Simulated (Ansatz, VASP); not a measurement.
**SiC: VASP beside Ansatz**

```
Si C
1.0
     0.00000    2.14201    2.14201
     2.14201    0.00000    2.14201
     2.14201    2.14201    0.00000
Si C
1 1
Direct
  0.00236 0.99764 0.00236
  0.74449 0.75551 0.74449
```

Change from the starting cell: mode 6 frozen in at -0.024 Å, equal normal strain along x, y and z -0.0167.

Alike in both runs: task single point; functional PBEsol; k mesh 10 × 10 × 10; occupations gaussian, width 0.05 eV; no spin polarisation.

|  | VASP | Ansatz |
| --- | --- | --- |
| version | VASP 6.6.1 | Ansatz 0.2.0 |
| potentials or method | VASP PAW PBE potentials, release 64 (Si, C), cutoff 520 eV | scalar-relativistic, plane waves, PAW |
| valence electrons in the cell | 8 | 8 |

```csv
,VASP,Ansatz,Ansatz less VASP
gap on the k mesh at the Fermi level (eV),1.03,1.04,+0.010
least direct gap on the mesh (eV),4.41,4.42,+0.010
pressure (GPa),12.9,12.5,-0.38
"traceless stress, the component that is largest in VASP (GPa)",-3.15,-3.12,+0.032
rms of the force components (eV/Å),0.418,0.417,-0.0011
```

VASP's potentials were made for PBE, not for PBEsol. Atom by atom the forces differ by 0.001 eV/Å (rms over components).
